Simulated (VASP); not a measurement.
Here is a VASP 6.6.1 calculation.

The input INCAR:

```
PREC = Accurate ; ENCUT = 520
EDIFF = 1E-6 ; ISMEAR = 0
SIGMA = 0.05 ; LREAL = False
LASPH = True ; NELM = 60
ALGO = Normal ; ISIF = 2
LWAVE = False ; LCHARG = False
GGA = PS ; NBANDS = 22
```

KPOINTS

```
Automatic mesh
0
Gamma
  4 4 2
```

File POSCAR:

```
F
1.0
    2.9801222909     -1.7127784174     -0.2298527401
    2.9801222909      1.7127784174     -0.2298527401
   -2.2408243099      0.0000000000      6.8592084052
F
4
Direct
    0.0848459664      0.0848459664      0.0740235354
    0.9151540336      0.9151540336      0.9259764646
    0.5015719855      0.5015719855      0.5937195244
    0.4984280145      0.4984280145      0.4062804756
```

Potentials or basis: VASP PAW PBE potentials, release 64 (F).

Launch:

```sh
$ cat potpaw_PBE.64/F/POTCAR > POTCAR
$ mpirun -np 1 vasp_std > vasp.out
```

(1) Estimate the largest force.

(2) Estimate the band gap on the k mesh.

Answers

(1) 22.302 eV/Å.

(2) 3.13 eV, indirect (least direct gap 3.21 eV).

Caveat: the k points lie up to 0.54 Å⁻¹ apart; the standard files for N, O and F lose accuracy on very short bonds; the PAW data sets were made with another functional, which shifts forces and pressure a little.
